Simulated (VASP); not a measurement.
# BeRe (F-43m) in VASP: further runs

Runs on BeRe. Level: PBE. Tasks: single point, relaxation of cell and atoms.

Everything below comes from runs of VASP 6.6.1. Logs are shortened: lines on timing, memory, paths and dates and some standing lists are left out, and cuts for length are marked.

**1. The cell of the first run**

It takes space group F-43m (No. 216, cubic). The conventional cell has a = 4.941 Å, b = 4.941 Å, c = 4.941 Å, α = 90.00°, β = 90.00°, γ = 90.00°. Be (site symmetry -43m) has 4 Re at 2.14 Å within 2.8 Å. Within 2.8 Å of Re (site symmetry -43m) lie 4 Be at 2.14 Å.

**2. Single point, PBE**

File INCAR:

```
SYSTEM = BeRe
ALGO = Normal
EDIFF = 1E-6
ENCUT = 520
GGA = PE
ISIF = 2
ISMEAR = 0
LASPH = .TRUE.
LCHARG = .FALSE.
LREAL = .FALSE.
LWAVE = .FALSE.
NBANDS = 12
NELM = 100
PREC = Accurate
SIGMA = 0.1
```

File KPOINTS:

```
k-points
0
G
  20 20 20
  0 0 0
```

File POSCAR:

```
BeRe
1.0
    0.0000000000      2.4706786330      2.4706786330
    2.4706786330      0.0000000000      2.4706786330
    2.4706786330      2.4706786330      0.0000000000
Be Re
1 1
Direct
    0.0000000000      0.0000000000      0.0000000000
    0.2500000000      0.2500000000      0.2500000000
```

Potentials or basis: VASP PAW PBE potentials, release 64 (Be, Re).

Command:

```console
cat potpaw_PBE.64/Be/POTCAR potpaw_PBE.64/Re/POTCAR > POTCAR
mpirun -np 1 vasp_std > vasp.out
```

OUTCAR:

```text
SYSTEM = BeRe
   EDIFF = 1E-6
   ENCUT = 520
   GGA = PE
   ISIF = 2
   ISMEAR = 0
   LASPH = .TRUE.
   LREAL = .FALSE.
   NELM = 100
   PREC = Accurate

 ion  position               nearest neighbor table
   1  0.000  0.000  0.000-   2 2.14   2 2.14   2 2.14   2 2.14
   2  0.250  0.250  0.250-   1 2.14   1 2.14   1 2.14   1 2.14

  LATTYP: Found a face centered cubic cell.
 ALAT       =     4.9413572660

  Lattice vectors:

 A1 = (   0.0000000000,   2.4706786330,   2.4706786330)
 A2 = (   2.4706786330,   0.0000000000,   2.4706786330)
 A3 = (   2.4706786330,   2.4706786330,   0.0000000000)

Analysis of symmetry for initial positions (statically):
=====================================================================
 Subroutine PRICEL returns:
 Original cell was already a primitive cell.

 Routine SETGRP: Setting up the symmetry group for a
 face centered cubic supercell.

 Subroutine GETGRP returns: Found 24 space group operations
 (whereof 24 operations were pure point group operations)
 out of a pool of 48 trial point group operations.

The static configuration has the point symmetry T_d .

Analysis of symmetry for dynamics (positions and initial velocities):
=====================================================================
 Subroutine PRICEL returns:
 Original cell was already a primitive cell.

 Routine SETGRP: Setting up the symmetry group for a
 face centered cubic supercell.

 Subroutine GETGRP returns: Found 24 space group operations
 (whereof 24 operations were pure point group operations)
 out of a pool of 48 trial point group operations.

The dynamic configuration has the point symmetry T_d .

 Subroutine INISYM returns: Found 24 space group operations
 (whereof 24 operations are pure point group operations),
 and found     1 'primitive' translations

----------------------------------------------------------------------------------------

                                     Primitive cell

  volume of cell :      30.1633

  direct lattice vectors                    reciprocal lattice vectors
     0.000000000  2.470678633  2.470678633    -0.202373548  0.202373548  0.202373548
     2.470678633  0.000000000  2.470678633     0.202373548 -0.202373548  0.202373548
     2.470678633  2.470678633  0.000000000     0.202373548  0.202373548 -0.202373548

  length of vectors
     3.494067231  3.494067231  3.494067231     0.350521267  0.350521267  0.350521267

  position of ions in fractional coordinates (direct lattice)
     0.000000000  0.000000000  0.000000000
     0.250000000  0.250000000  0.250000000

  ion indices of the primitive-cell ions
   primitive index   ion index
                 1           1
                 2           2

----------------------------------------------------------------------------------------

 KPOINTS: k-points

Automatic generation of k-mesh.
 Grid dimensions read from file:
 generate k-points for:   20   20   20

 Generating k-lattice:

  Cartesian coordinates                     Fractional coordinates (reciprocal lattice)
    -0.010118677  0.010118677  0.010118677     0.050000000  0.000000000  0.000000000
     0.010118677 -0.010118677  0.010118677     0.000000000  0.050000000  0.000000000
     0.010118677  0.010118677 -0.010118677     0.000000000  0.000000000  0.050000000

  Length of vectors
     0.017526063  0.017526063  0.017526063

  Shift w.r.t. Gamma in fractional coordinates (k-lattice)
     0.000000000  0.000000000  0.000000000

 Subroutine IBZKPT returns following result:
 ===========================================

 Found    256 irreducible k-points:

 Following reciprocal coordinates:
            Coordinates               Weight
  0.000000  0.000000  0.000000      1.000000
  0.050000  0.000000  0.000000      8.000000
  0.100000  0.000000  0.000000      8.000000
  0.150000  0.000000  0.000000      8.000000
  0.200000  0.000000  0.000000      8.000000
  0.250000  0.000000  0.000000      8.000000
[... 16 lines left out ...]
 -0.400000  0.050000  0.000000     24.000000
 -0.350000  0.050000  0.000000     24.000000
 [... further k-points ...]
   k-points           NKPTS =    256   k-points in BZ     NKDIM =    256   number of bands    NBANDS=     12
   number of dos      NEDOS =    301   number of ions     NIONS =      2
   total plane-waves  NPLWV =  21952
   dimension x,y,z NGX =    28 NGY =   28 NGZ =   28
   dimension x,y,z NGXF=    56 NGYF=   56 NGZF=   56
   ions per type =               1   1
   NGX,Y,Z   is equivalent  to a cutoff of  13.32, 13.32, 13.32 a.u.
   NGXF,Y,Z  is equivalent  to a cutoff of  26.64, 26.64, 26.64 a.u.
 SYSTEM =  BeRe
   PREC   = accura    normal or accurate (medium, high low for compatibility)
   ISTART =      0    job   : 0-new  1-cont  2-samecut
   ICHARG =      2    charge: 1-file 2-atom 10-const
   ISPIN  =      1    spin polarized calculation?
   LNONCOLLINEAR =      F non collinear calculations
   LSORBIT =      F    spin-orbit coupling
   LASPH  =      T    aspherical Exc in radial PAW
   ENCUT  =  520.0 eV  38.22 Ry    6.18 a.u.   6.50  6.50  6.50*2*pi/ulx,y,z
   NELM   =    100;   NELMIN=  2; NELMDL= -5     # of ELM steps
   EDIFF  = 0.1E-05   stopping-criterion for ELM
   LREAL  =      F    real-space projection
   EDIFFG = 0.1E-04   stopping-criterion for IOM
   NSW    =      0    number of steps for IOM
   IBRION =     -1    ionic relax: 0-MD 1-quasi-New 2-CG
   NFREE  =      0    steps in history (QN), initial steepest desc. (CG)
   ISIF   =      2    stress and relaxation
   ISYM   =      2    0-nonsym 1-usesym 2-fastsym
   POTIM  = 0.5000    time-step for ionic-motion
   TEBEG  =    0.0;   TEEND  =   0.0 temperature during run
   PSTRESS=    0.0 pullay stress
   NELECT =       9.0000    total number of electrons
   NUPDOWN=      -1.0000    fix difference up-down
   EMIN   =  10.00;   EMAX   =-10.00  energy-range for DOS
   EFERMI =   0.00;   METHOD = LEGACY
   ISMEAR =     0;   SIGMA  =   0.10  broadening in eV -4-tet -1-fermi 0-gaus
   EFERMI_NEDOS =   21; number of points for ismear=-14 and -15
   IALGO  =     38    algorithm
   IMIX   =      4    mixing-type and parameters
     AMIX     =   0.40;   BMIX     =  1.00
     AMIX_MAG =   1.60;   BMIX_MAG =  1.00
  volume/ion in A,a.u.               =      15.08       101.78
  Fermi-wavevector in a.u.,A,eV,Ry     =   1.093946  2.067259 16.282349  1.196719
  Thomas-Fermi vector in A             =   2.230242
   LORBIT       =      0    0 simple, 1 ext, 2 COOP (PROOUT), +10 PAW based schemes
   GGA     = PE    functional components
   LHFCALC =     F    Hartree Fock is set to
   AEXX    =    0.0000 exact exchange contribution
   IVDW    =     0    specifies the selected vdW correction
   LEPSILON=     F    determine dielectric tensor
   LRPA    =     F    only Hartree local field effects (RPA)
 non-spin polarized calculation
 Gauss-broadening in eV      SIGMA  =   0.10
  energy-cutoff  :      520.00
  volume of cell :       30.16
 maximum number of plane-waves:       869
 NGX is ok and might be reduce to    28
   NGX = 13   NGY = 13   NGZ = 13

 number of electron       9.0000001 magnetization

 Free energy of the ion-electron system (eV)
  ---------------------------------------------------
  ext. energy  EPLUGINS =         0.00000000
  ---------------------------------------------------
  free energy    TOTEN  =       -12.16082597 eV

  energy without entropy =      -12.14991338  energy(sigma->0) =      -12.15536968

 E-fermi :   3.9567     XC(G=0): -11.0471

 val. band max:        3.9565632770   @ k =   0.0500   0.0000   0.0000
 cond. band min:       3.9585361536   @ k =  -0.3500   0.3000   0.0500
 fundamental gap:      0.0019728767
 Fermi energy:         3.9566542663

 k-point     1 :       0.0000    0.0000    0.0000
  band No.  band energies     occupation
      1      -3.7271      2.00000
      2       1.3804      2.00000
      3       1.3804      2.00000
      4       1.3804      2.00000
      5       3.9711      0.83783
      6       3.9711      0.83778
      7      15.1580      0.00000
      8      15.1580      0.00000
      9      15.1580      0.00000
     10      15.3527      0.00000
     11      17.8933      0.00000
     12      17.8933      0.00000

 k-point     2 :       0.0500    0.0000    0.0000
  band No.  band energies     occupation
      1      -3.6747      2.00000
      2       1.3699      2.00000
      3       1.4042      2.00000
      4       1.4042      2.00000
      5       3.9566      1.00108
      6       3.9566      1.00103
      7      14.8797      0.00000
      8      15.1754      0.00000
      9      15.1754      0.00000
     10      15.4177      0.00000
     11      17.6057      0.00000
     12      17.8496      0.00000

 k-point     3 :       0.1000    0.0000    0.0000
  band No.  band energies     occupation
      1      -3.5191      2.00000
      2       1.3410      2.00000
      3       1.4710      2.00000
      4       1.4710      2.00000
      5       3.9203      1.39246
      6       3.9203      1.39241
      7      14.1357      0.00000
      8      15.1838      0.00000
      9      15.1838      0.00000
     10      15.4982      0.00000
     11      17.1321      0.00000
     12      17.7643      0.00000

 k-point     4 :       0.1500    0.0000    0.0000
  band No.  band energies     occupation
      1      -3.2660      2.00000
      2       1.3013      2.00000
      3       1.5676      2.00000
      4       1.5676      2.00000
      5       3.8838      1.69693
      6       3.8838      1.69690
      7      13.0336      0.00000
      8      15.0641      0.00000
      9      15.0641      0.00000
     10      15.4585      0.00000
     11      16.9582      0.00000
     12      17.7639      0.00000

 k-point     5 :       0.2000    0.0000    0.0000
  band No.  band energies     occupation
      1      -2.9262      2.00000
      2       1.2634      2.00000
      3       1.6717      2.00000
      4       1.6717      2.00000
      5       3.8783      1.73221
      6       3.8783      1.73218
      7      11.7459      0.00000
      8      14.7155      0.00000
      9      14.7155      0.00000
     10      15.2325      0.00000
     11      17.1926      0.00000
     12      17.9606      0.00000
[... 228 lines left out ...]
      1      -0.9318      2.00000
      2       1.7152      2.00000
      3       1.8265      2.00000
      4       1.8930      2.00000
      5       4.7016      0.00000
      6       4.7167      0.00000
      7       5.7848      0.00000
      8      11.7949      0.00000
      9      11.8323      0.00000
     10      14.2245      0.00000
     11      19.7840      0.00000
     12      19.8190      0.00000

 k-point    22 :      -0.4500    0.0500    0.0000
  band No.  band energies     occupation
      1      -0.9575      2.00000
      2       1.7147      2.00000
      3       1.8281      2.00000
      4       1.8582      2.00000
      5       4.6083      0.00000
      6       4.7599      0.00000
      7       5.8918      0.00000
      8      11.7501      0.00000
      9      11.9651      0.00000
     10      14.2315      0.00000
     11      19.7146      0.00000
     12      19.8793      0.00000

 k-point    23 :      -0.4000    0.0500    0.0000
  band No.  band energies     occupation
      1      -1.1383      2.00000
      2       1.5967      2.00000
      3       1.7862      2.00000
      4       1.8400      2.00000
      5       4.4142      0.00000
      6       4.6786      0.00000
      7       6.5231      0.00000
      8      11.9215      0.00000
      9      12.3684      0.00000
     10      14.3021      0.00000
     11      19.5031      0.00000
     12      19.8131      0.00000

 k-point    24 :      -0.3500    0.0500    0.0000
  band No.  band energies     occupation
      1      -1.4611      2.00000
      2       1.4015      2.00000
      3       1.7954      2.00000
      4       1.8524      2.00000
      5       4.1744      0.00208
      6       4.5117      0.00000
      7       7.4893      0.00000
      8      12.3040      0.00000
      9      12.9464      0.00000
     10      14.4353      0.00000
     11      19.1287      0.00000
     12      19.3089      0.00000

 [... further k-points ...]
[... 5 lines left out ...]
  --------------------------------------------------------------------------------------
  -------------------------------------------------------------------------------------
  Total        0.0369661      0.0369661      0.0369661      0.0000000     -0.0000000      0.0000000
  in kB        1.9635197      1.9635197      1.9635197      0.0000000     -0.0000000      0.0000000
  external PRESSURE =       1.9635197 kB  Pullay stress =       0.0000000 kB

 VOLUME and BASIS-vectors are now :
 -----------------------------------------------------------------------------
  energy-cutoff  :      520.00
  volume of cell :       30.16
      direct lattice vectors                 reciprocal lattice vectors
     0.000000000  2.470678633  2.470678633    -0.202373548  0.202373548  0.202373548
     2.470678633  0.000000000  2.470678633     0.202373548 -0.202373548  0.202373548
     2.470678633  2.470678633  0.000000000     0.202373548  0.202373548 -0.202373548

 POSITION                                       TOTAL-FORCE (eV/Angst)
 -----------------------------------------------------------------------------------
      0.00000      0.00000      0.00000        -0.000000     -0.000000      0.000000
      1.23534      1.23534      1.23534         0.000000      0.000000     -0.000000
 -----------------------------------------------------------------------------------
    total drift:                                0.000000      0.000000      0.000000

  FREE ENERGIE OF THE ION-ELECTRON SYSTEM (eV)
  ---------------------------------------------------
  free  energy   TOTEN  =       -12.1608259728 eV

  energy  without entropy=      -12.1499133816  energy(sigma->0) =      -12.15536968
```

Wall time 1.7 min (1 thread of Oxide Virtual Turin-like, shared host); peak memory 0.21 GiB.

What came out:

| Quantity | Value |
| --- | --- |
| Free energy | -12.1608 eV |
| Pressure | 0.2 GPa |

Caveat: spin-orbit coupling is left out, which moves the levels of the heavy elements.

**3. Relaxation of cell and atoms, PBE**

This run uses another cell than the first one, of 15.01 Å³/atom, 0.995 times its volume.

File INCAR:

```
SYSTEM = BeRe
ALGO     = Normal         ! electronic algorithm
EDIFF    = 1E-6           ! SCF threshold, eV
EDIFFG   = -0.01          ! ionic threshold
ENCUT    = 600            ! plane-wave cutoff, eV
GGA      = PE             ! functional
IBRION   = 2              ! ionic algorithm
ISIF     = 3              ! what is computed and relaxed
ISMEAR   = 0              ! smearing method
LASPH    = .TRUE.         ! aspherical terms in the spheres
LCHARG   = .FALSE.        ! write CHGCAR
LREAL    = .FALSE.        ! projectors in reciprocal space
LWAVE    = .FALSE.        ! write WAVECAR
NELM     = 80             ! most SCF steps
NSW      = 100            ! ionic steps
PREC     = Accurate       ! precision mode
SIGMA    = 0.1            ! smearing width, eV
```

KPOINTS is that of step 2.

File POSCAR:

```
BeRe
1.0
    0.0000000000      2.4667221790      2.4667221790
    2.4667221790      0.0000000000      2.4667221790
    2.4667221790      2.4667221790      0.0000000000
Be Re
1 1
Direct
    0.0000000000      0.0000000000      0.0000000000
    0.2500000000      0.2500000000      0.2500000000
```

Potentials or basis: VASP PAW PBE potentials, release 64 (Be, Re).

Command:

```console
cat potpaw_PBE.64/Be/POTCAR potpaw_PBE.64/Re/POTCAR > POTCAR
mpirun -np 1 vasp_std > vasp.out
```

It took 2.6 min on 1 thread of Oxide Virtual Turin-like, shared host; peak memory 0.21 GiB.

Results (log left out):

| Property | Result |
| --- | --- |
| Free energy | -12.1612 eV |
| Relaxed volume | 15.11 Å³/atom |
| Relaxed cell | a = 3.496 Å, b = 3.496 Å, c = 3.496 Å, α = 60.00°, β = 60.00°, γ = 60.00° |
| Space group after relaxing (to 0.05 Å) | F-43m (No. 216) |
| Energy gained by relaxing | 0.3 meV/atom |
| Ionic steps | 3 |
| Pressure after relaxing | 0.0 GPa |

Step by step:
```
step  energy change (eV)  largest force (eV/Å)  pressure (GPa)  volume (Å³)
   1              0.0000                0.0000            0.85        30.02
   2             -0.0003                0.0000           -0.53        30.36
   3             -0.0005                0.0000            0.01        30.22
```

Final structure:
```
Be Re
1.0
     0.00000    2.47216    2.47216
     2.47216    0.00000    2.47216
     2.47216    2.47216    0.00000
Be Re
1 1
Direct
  0.00000 0.00000 0.00000
  0.25000 0.25000 0.25000
```

Levels at points of the mesh, in eV from the Fermi level:
```
           k point  band 3  band 4  band 5  band 6  band 7  band 8
(0.00, 0.00, 0.00)   -2.57   -2.57    0.01    0.01   11.19   11.19
(0.50, 0.00, 0.00)   -2.17   -2.06    0.74    0.74    1.82    7.90
(0.50, 0.50, 0.00)   -0.01    0.26    0.26    1.04    2.42    3.86
```

Caveat: spin-orbit coupling is left out, which moves the levels of the heavy elements.
